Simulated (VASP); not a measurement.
# TaN (I4mm) in VASP: a series of runs, part 2 of 3

VASP 6.6.1.

### 3 Single point, LDA

File INCAR:

```
ALGO = Normal ; EDIFF = 1E-6
ENCUT = 520 ; GGA = CA
ISIF = 2 ; ISMEAR = 0
LASPH = True ; LCHARG = False
LREAL = False ; LWAVE = False
NBANDS = 15 ; NELM = 60
PREC = Accurate ; SIGMA = 0.15
```

File KPOINTS:

```
k-points
0
Gamma
  18 18 18
```

File POSCAR:

```
TaN
1.0
    0.0000000000      2.1918784864      2.1918784864
    2.1918784864      0.0000000000      2.1918784864
    2.1918784864      2.1918784864      0.0000000000
Ta N
1 1
Direct
    0.4956556505      0.5043443495      0.5043443495
    0.0561219980     -0.0561219980     -0.0561219980
```

Potentials or basis: VASP PAW LDA potentials, release 64 (Ta_pv, N).

On the command line:

```
> cat potpaw_LDA.64/Ta_pv/POTCAR potpaw_LDA.64/N/POTCAR > POTCAR
> mpirun -np 1 vasp_std > vasp.out
```

OUTCAR:

```text
EDIFF = 1E-6
   ENCUT = 520
   GGA = CA
   ISIF = 2
   ISMEAR = 0
   LASPH = True
   LREAL = False
   NELM = 60
   PREC = Accurate

 ion  position               nearest neighbor table
   1  0.496  0.504  0.504-   2 1.93   2 2.21   2 2.21   2 2.21   2 2.21   2 2.46
   2  0.056  0.944  0.944-   1 1.93   1 2.21   1 2.21   1 2.21   1 2.21   1 2.46

  LATTYP: Found a face centered cubic cell.
 ALAT       =     4.3837569728

  Lattice vectors:

 A1 = (   0.0000000000,   2.1918784864,   2.1918784864)
 A2 = (   2.1918784864,   0.0000000000,   2.1918784864)
 A3 = (   2.1918784864,   2.1918784864,   0.0000000000)

Analysis of symmetry for initial positions (statically):
=====================================================================
 Subroutine PRICEL returns:
 Original cell was already a primitive cell.

 Routine SETGRP: Setting up the symmetry group for a
 face centered cubic supercell.

 Subroutine GETGRP returns: Found  8 space group operations
 (whereof  8 operations were pure point group operations)
 out of a pool of 48 trial point group operations.

The static configuration has the point symmetry C_4v.

Analysis of symmetry for dynamics (positions and initial velocities):
=====================================================================
 Subroutine PRICEL returns:
 Original cell was already a primitive cell.

 Routine SETGRP: Setting up the symmetry group for a
 face centered cubic supercell.

 Subroutine GETGRP returns: Found  8 space group operations
 (whereof  8 operations were pure point group operations)
 out of a pool of 48 trial point group operations.

The dynamic configuration has the point symmetry C_4v.

 Subroutine INISYM returns: Found  8 space group operations
 (whereof  8 operations are pure point group operations),
 and found     1 'primitive' translations

----------------------------------------------------------------------------------------

                                     Primitive cell
[... 114 lines left out ...]
  Thomas-Fermi vector in A             =   2.606142
   LORBIT       =      0    0 simple, 1 ext, 2 COOP (PROOUT), +10 PAW based schemes
   GGA     = CA    functional components
   LHFCALC =     F    Hartree Fock is set to
   AEXX    =    0.0000 exact exchange contribution
   IVDW    =     0    specifies the selected vdW correction
   LEPSILON=     F    determine dielectric tensor
   LRPA    =     F    only Hartree local field effects (RPA)
 non-spin polarized calculation
 Gauss-broadening in eV      SIGMA  =   0.15
  energy-cutoff  :      520.00
  volume of cell :       21.06
 maximum number of plane-waves:       588
   NGX = 11   NGY = 11   NGZ = 11

 number of electron      16.0000000 magnetization

 Free energy of the ion-electron system (eV)
  ---------------------------------------------------
  ext. energy  EPLUGINS =         0.00000000
  ---------------------------------------------------
  free energy    TOTEN  =       -23.80136466 eV

  energy without entropy =      -23.79099059  energy(sigma->0) =      -23.79617762

 E-fermi :   9.3828     XC(G=0): -13.6837

 val. band max:        9.3774709204   @ k =   0.0000   0.3889   0.0556
 cond. band min:       9.3833710415   @ k =   0.2778   0.1111  -0.2778
 fundamental gap:      0.0059001211
 Fermi energy:         9.3828188850

 k-point     1 :       0.0000    0.0000    0.0000
  band No.  band energies     occupation
      1     -26.0356      2.00000
      2     -25.9151      2.00000
      3     -25.9151      2.00000
      4      -9.1824      2.00000
      5       4.4515      2.00000
      6       4.4515      2.00000
      7       4.5170      2.00000
      8       7.4424      2.00000
      9       8.8047      2.00000
     10       8.8047      2.00000
     11       9.5956      0.04480
     12      11.0047      0.00000
     13      11.4408      0.00000
     14      18.7879      0.00000
[... 401 lines left out ...]
      2     -26.0628      2.00000
      3     -26.0123      2.00000
      4      -6.7581      2.00000
      5      -0.0520      2.00000
      6       2.2901      2.00000
      7       2.3506      2.00000
      8       9.3775      1.04021
      9      10.6817      0.00000
     10      10.9715      0.00000
     11      14.0113      0.00000
     12      15.0035      0.00000
     13      17.3775      0.00000
     14      21.0161      0.00000
     15      21.3608      0.00000

 [... further k-points ...]
[... 5 lines left out ...]
  --------------------------------------------------------------------------------------
  -------------------------------------------------------------------------------------
  Total        3.9445132     -0.7816378     -0.7816378      0.0000000     -0.0000000      0.0000000
  in kB      300.0713819    -59.4616145    -59.4616145      0.0000000     -0.0000000      0.0000000
  external PRESSURE =      60.3827176 kB  Pullay stress =       0.0000000 kB

 VOLUME and BASIS-vectors are now :
 -----------------------------------------------------------------------------
  energy-cutoff  :      520.00
  volume of cell :       21.06
      direct lattice vectors                 reciprocal lattice vectors
     0.000000000  2.191878486  2.191878486    -0.228114835  0.228114835  0.228114835
     2.191878486  0.000000000  2.191878486     0.228114835 -0.228114835  0.228114835
     2.191878486  2.191878486  0.000000000     0.228114835  0.228114835 -0.228114835

 POSITION                                       TOTAL-FORCE (eV/Angst)
 -----------------------------------------------------------------------------------
      2.21092      2.19188      2.19188        -3.118946      0.000000      0.000000
      4.13773      2.19188      2.19188         3.118946      0.000000      0.000000
 -----------------------------------------------------------------------------------
    total drift:                               -0.000002     -0.000000     -0.000000

  FREE ENERGIE OF THE ION-ELECTRON SYSTEM (eV)
  ---------------------------------------------------
  free  energy   TOTEN  =       -23.8013646565 eV

  energy  without entropy=      -23.7909905898  energy(sigma->0) =      -23.79617762
```

stdout:

```text
POSCAR found type information on POSCAR TaN
 POSCAR found :  2 types and       2 ions
 scaLAPACK will be used
 LDA part: xc-table for (Slater(with rela. corr.)+CA(PZ))
 , standard interpolation
 POSCAR, INCAR and KPOINTS ok, starting setup
 FFT: planning ... GRIDC
 FFT: planning ... GRID_SOFT
 FFT: planning ... GRID
 WAVECAR not read
 entering main loop
```

Wall time 34 s (1 thread of Intel Xeon 6975P-C (Granite Rapids), shared host); peak memory 0.25 GiB.

What came out:

```yaml
Free_energy: -23.8014 eV
Pressure: 6.0 GPa
Largest_force: 3.119 eV/Å
Band_gap_on_the_k_mesh: zero (band 8 reaches 11.00 eV, above the bottom of band 9 at 8.00 eV)
```

Forces in eV/Å, atoms in the order of the input:
```
Ta  -3.119  0.000  0.000
N    3.119  0.000  0.000
```

Caveat: spin-orbit coupling is left out, which moves the levels of the heavy elements; forces of over 1 eV/Å act on the atoms, so gaps and moduli don't describe the material at rest.

### 4 Single point, LDA

File INCAR:

```
ALGO = Normal
EDIFF = 1E-6
ENCUT = 520
ISIF = 2
ISMEAR = 0
LASPH = True
LCHARG = False
LREAL = False
LWAVE = False
NBANDS = 15
NELM = 100
PREC = Accurate
SIGMA = 0.15
```

KPOINTS is that of step 3.

File POSCAR:

```
TaN
1.0
    0.0000000000      2.1918784864      2.1918784864
    2.1918784864      0.0000000000      2.1918784864
    2.1918784864      2.1918784864      0.0000000000
Ta N
1 1
Direct
    0.4967417379      0.5032582621      0.5032582621
    0.0420914985     -0.0420914985     -0.0420914985
```

On the command line:

```
> cat potpaw_LDA.64/Ta_pv/POTCAR potpaw_LDA.64/N/POTCAR > POTCAR
> mpirun -np 1 vasp_std > vasp.out
```

Wall time 35 s (1 thread of Intel Xeon 6975P-C (Granite Rapids), shared host); peak memory 0.26 GiB.

The run converged. Its results:

```
Free energy            : -23.9707 eV
Pressure               : 0.2 GPa
Largest force          : 2.039 eV/Å
Band gap on the k mesh : zero (band 8 reaches 11.19 eV, above the bottom of band 9 at 7.91 eV)
```

Forces in eV/Å, atoms in the order of the input:
```
Ta  -2.039  0.000  0.000
N    2.039  0.000  0.000
```

Stress tensor (GPa, compression positive):
```
13.84  0.00  0.00
 0.00 -6.59  0.00
 0.00  0.00 -6.59
```

Levels at points of the mesh, in eV from the Fermi level:
| k point | band 6 | band 7 | band 8 | band 9 | band 10 | band 11 |
| --- | --- | --- | --- | --- | --- | --- |
| (0.00, 0.00, 0.00) | -4.54 | -4.47 | -2.01 | -1.11 | -1.11 | 0.14 |
| (0.50, 0.00, 0.00) | -7.52 | -7.45 | 1.77 | 2.04 | 2.09 | 3.89 |
| (0.50, 0.50, 0.00) | -6.50 | -4.68 | -3.22 | 2.51 | 3.68 | 3.71 |
| (0.00, 0.50, 0.50) | -5.43 | -4.53 | -4.53 | 2.26 | 3.67 | 3.67 |

Caveat: spin-orbit coupling is left out, which moves the levels of the heavy elements; forces of over 1 eV/Å act on the atoms, so gaps and moduli don't describe the material at rest.

### 5 Single point, LDA

This run uses another cell than the first one, of 10.80 Å³/atom, 1.025 times its volume.

File INCAR:

```
ALGO     = Normal         # electronic algorithm
EDIFF    = 1E-6           # SCF threshold, eV
ENCUT    = 520            # plane-wave cutoff, eV
ISIF     = 2              # what is computed and relaxed
ISMEAR   = 0              # smearing method
LASPH    = True           # aspherical terms in the spheres
LCHARG   = False          # write CHGCAR
LREAL    = False          # projectors in reciprocal space
LWAVE    = False          # write WAVECAR
NBANDS   = 15             # bands
NELM     = 80             # most SCF steps
PREC     = Accurate       # precision mode
SIGMA    = 0.15           # smearing width, eV
```

KPOINTS is that of step 4.

File POSCAR:

```
TaN
1.0
    0.0000000000      2.2101387059      2.2101387059
    2.2101387059      0.0000000000      2.2101387059
    2.2101387059      2.2101387059      0.0000000000
Ta N
1 1
Direct
    0.4978278253      0.5021721747      0.5021721747
    0.0280609990     -0.0280609990     -0.0280609990
```

Potentials or basis: VASP PAW LDA potentials, release 64 (Ta_pv, N).

On the command line:

```
> cat potpaw_LDA.64/Ta_pv/POTCAR potpaw_LDA.64/N/POTCAR > POTCAR
> mpirun -np 1 vasp_std > vasp.out
```

OUTCAR:

```text
EDIFF = 1E-6
   ENCUT = 520
   ISIF = 2
   ISMEAR = 0
   LASPH = True
   LREAL = False
   NELM = 80
   PREC = Accurate

 ion  position               nearest neighbor table
   1  0.498  0.502  0.502-   2 2.08   2 2.21   2 2.21   2 2.21   2 2.21   2 2.34
   2  0.028  0.972  0.972-   1 2.08   1 2.21   1 2.21   1 2.21   1 2.21   1 2.34

  LATTYP: Found a face centered cubic cell.
 ALAT       =     4.4202774118

  Lattice vectors:

 A1 = (   0.0000000000,   2.2101387059,   2.2101387059)
 A2 = (   2.2101387059,   0.0000000000,   2.2101387059)
 A3 = (   2.2101387059,   2.2101387059,   0.0000000000)

Analysis of symmetry for initial positions (statically):
=====================================================================
 Subroutine PRICEL returns:
 Original cell was already a primitive cell.

 Routine SETGRP: Setting up the symmetry group for a
 face centered cubic supercell.

 Subroutine GETGRP returns: Found  8 space group operations
 (whereof  8 operations were pure point group operations)
 out of a pool of 48 trial point group operations.

The static configuration has the point symmetry C_4v.

Analysis of symmetry for dynamics (positions and initial velocities):
=====================================================================
 Subroutine PRICEL returns:
 Original cell was already a primitive cell.

 Routine SETGRP: Setting up the symmetry group for a
 face centered cubic supercell.

 Subroutine GETGRP returns: Found  8 space group operations
 (whereof  8 operations were pure point group operations)
 out of a pool of 48 trial point group operations.

The dynamic configuration has the point symmetry C_4v.

 Subroutine INISYM returns: Found  8 space group operations
 (whereof  8 operations are pure point group operations),
 and found     1 'primitive' translations

----------------------------------------------------------------------------------------

                                     Primitive cell

  volume of cell :      21.5918

  direct lattice vectors                    reciprocal lattice vectors
[... 112 lines left out ...]
   GGA     = CA    functional components
   LHFCALC =     F    Hartree Fock is set to
   AEXX    =    0.0000 exact exchange contribution
   IVDW    =     0    specifies the selected vdW correction
   LEPSILON=     F    determine dielectric tensor
   LRPA    =     F    only Hartree local field effects (RPA)
 non-spin polarized calculation
 Gauss-broadening in eV      SIGMA  =   0.15
  energy-cutoff  :      520.00
  volume of cell :       21.59
 maximum number of plane-waves:       594
   NGX = 11   NGY = 11   NGZ = 11

 number of electron      16.0000001 magnetization

 Free energy of the ion-electron system (eV)
  ---------------------------------------------------
  ext. energy  EPLUGINS =         0.00000000
  ---------------------------------------------------
  free energy    TOTEN  =       -24.04897902 eV

  energy without entropy =      -24.03993797  energy(sigma->0) =      -24.04445850

 E-fermi :   9.1804     XC(G=0): -13.5709

 val. band max:        9.1645770137   @ k =   0.0556  -0.2778   0.2778
 cond. band min:       9.1821815721   @ k =   0.0000   0.2778   0.0556
 fundamental gap:      0.0176045584
 Fermi energy:         9.1804310454

 k-point     1 :       0.0000    0.0000    0.0000
  band No.  band energies     occupation
      1     -26.3556      2.00000
      2     -26.3386      2.00000
      3     -26.3386      2.00000
      4      -9.2628      2.00000
      5       5.0657      2.00000
      6       5.0657      2.00000
      7       5.1126      2.00000
      8       7.1509      2.00000
      9       7.6119      2.00000
     10       7.6119      2.00000
     11       9.2341      0.61300
     12       9.7532      0.00000
     13      10.7663      0.00000
     14      18.6473      0.00000
[... 401 lines left out ...]
      2     -26.4233      2.00000
      3     -26.4227      2.00000
      4      -6.8966      2.00000
      5      -0.1027      2.00000
      6       2.0946      2.00000
      7       2.2566      2.00000
      8       9.1906      0.92334
      9      10.4171      0.00000
     10      10.5837      0.00000
     11      13.9100      0.00000
     12      14.7229      0.00000
     13      16.1722      0.00000
     14      20.5274      0.00000
     15      20.8066      0.00000

 [... further k-points ...]
[... 5 lines left out ...]
  --------------------------------------------------------------------------------------
  -------------------------------------------------------------------------------------
  Total       -0.9032881     -1.9820646     -1.9820646      0.0000000      0.0000000     -0.0000000
  in kB      -67.0267722   -147.0753178   -147.0753178      0.0000000      0.0000000     -0.0000000
  external PRESSURE =    -120.3924693 kB  Pullay stress =       0.0000000 kB

 VOLUME and BASIS-vectors are now :
 -----------------------------------------------------------------------------
  energy-cutoff  :      520.00
  volume of cell :       21.59
      direct lattice vectors                 reciprocal lattice vectors
     0.000000000  2.210138706  2.210138706    -0.226230145  0.226230145  0.226230145
     2.210138706  0.000000000  2.210138706     0.226230145 -0.226230145  0.226230145
     2.210138706  2.210138706  0.000000000     0.226230145  0.226230145 -0.226230145

 POSITION                                       TOTAL-FORCE (eV/Angst)
 -----------------------------------------------------------------------------------
      2.21974      2.21014      2.21014        -1.000313      0.000000      0.000000
      4.29624      2.21014      2.21014         1.000313      0.000000      0.000000
 -----------------------------------------------------------------------------------
    total drift:                                0.000027      0.000000      0.000000

  FREE ENERGIE OF THE ION-ELECTRON SYSTEM (eV)
  ---------------------------------------------------
  free  energy   TOTEN  =       -24.0489790238 eV

  energy  without entropy=      -24.0399379741  energy(sigma->0) =      -24.04445850
```

It took 36 s on 1 thread of Intel Xeon 6975P-C (Granite Rapids), shared host; peak memory 0.26 GiB.

Results:

```yaml
Free_energy: -24.0490 eV
Pressure: -12.0 GPa
Largest_force: 1.000 eV/Å
Band_gap_on_the_k_mesh: zero (band 8 reaches 10.96 eV, above the bottom of band 9 at 7.47 eV)
```

Forces on the atoms (eV/Å):
```
Ta  -1.000  0.000  0.000
N    1.000  0.000  0.000
```

Caveat: spin-orbit coupling is left out, which moves the levels of the heavy elements; forces of over 1 eV/Å act on the atoms, so gaps and moduli don't describe the material at rest.

(Continued in part 3 of 3.)
